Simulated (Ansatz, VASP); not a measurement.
**Zn3S4 in VASP and in Ansatz**

```
CELL_PARAMETERS angstrom
2.31625 -3.54424 0.00000
2.31625 3.54424 0.00000
0.00000 0.00000 9.01124
ATOMIC_POSITIONS crystal
Zn 0.00000 0.00000 0.35122
Zn 0.00000 0.00000 0.64878
Zn 0.50000 0.50000 0.50000
S 0.25000 0.75000 0.12500
S 0.75000 0.25000 0.12500
S 0.25000 0.75000 0.87500
S 0.75000 0.25000 0.87500
```

Alike in both runs: task relaxation of cell and atoms; functional PBE; k mesh 4 × 4 × 2; occupations gaussian, width 0.1 eV; no spin polarisation.

```csv
,VASP,Ansatz
version,VASP 6.6.1,Ansatz 0.2.0
potentials or method,"VASP PAW PBE potentials, release 64 (Zn, S), cutoff 600 eV","scalar-relativistic, plane waves, PAW"
valence electrons in the cell,60,60
```

Ansatz gave:

| Item | Value |
| --- | --- |
| gap on the k mesh at the Fermi level, each at its own relaxed structure (eV) | none |
| relaxed volume (Å³/atom) | 23.50 |
| relaxed cell length with the largest relative difference (Å) | 8.379 |

Question: Which values does VASP return?

Answer: gap on the k mesh at the Fermi level, each at its own relaxed structure (eV): none; relaxed volume (Å³/atom): 22.72; relaxed cell length with the largest relative difference (Å): 8.075.

A gap of «none» marks a metal or a gap that the smearing closes.

The k mesh is coarse, so the values compare programs but aren't converged.
